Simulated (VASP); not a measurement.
Crystal: HfSnO4.

```
Hf Sn O
1.0
     3.54574   -3.54574    0.00000
     3.54574    3.54574    0.00000
     0.00000    0.00000    3.33920
Hf Sn O
1 1 4
Direct
  0.00000 0.00000 0.00000
  0.50000 0.50000 0.50000
  0.19496 0.19496 0.50000
  0.69496 0.30504 0.00000
  0.30504 0.69496 0.00000
  0.80504 0.80504 0.50000
```

- Program: VASP 6.6.1
- Task: relaxation of cell and atoms
- Functional: PBE
- Potentials or basis: VASP PAW PBE potentials, release 64 (Hf_pv, Sn_d, O)
- Cutoff: 600 eV
- k mesh: 4 × 4 × 6
- Occupations: gaussian, width 0.1 eV
- Spin: no spin polarisation

At the start: pressure -16.3 GPa; volume 13.99 Å³/atom.

Where does the relaxation end?

Over 8 steps the energy falls by 76.8 meV/atom and the volume is 12.69 Å³/atom (-9.3 %); space group Cmmm (No. 65, to 0.1 Å) before and after.

The path:
```csv
step,energy change (eV),largest force (eV/Å),pressure (GPa),volume (Å³)
1,0.0000,0.7791,-16.33,83.96
2,0.3784,2.0422,32.42,67.78
3,-0.4576,0.1090,-0.80,76.45
4,-0.4580,0.1379,-0.32,76.27
5,-0.4579,0.1620,0.09,76.12
6,-0.4609,0.0302,0.27,75.90
7,-0.4610,0.0304,0.30,75.88
8,-0.4610,0.0181,-0.37,76.12
```

Final structure:
```
CELL_PARAMETERS angstrom
3.42357 -3.44796 0.00000
3.42357 3.44796 0.00000
0.00000 0.00000 3.22407
ATOMIC_POSITIONS crystal
Hf 0.00000 0.00000 0.00000
Sn 0.50000 0.50000 0.50000
O 0.19357 0.19357 0.50000
O 0.69533 0.30467 0.00000
O 0.30467 0.69533 0.00000
O 0.80643 0.80643 0.50000
```
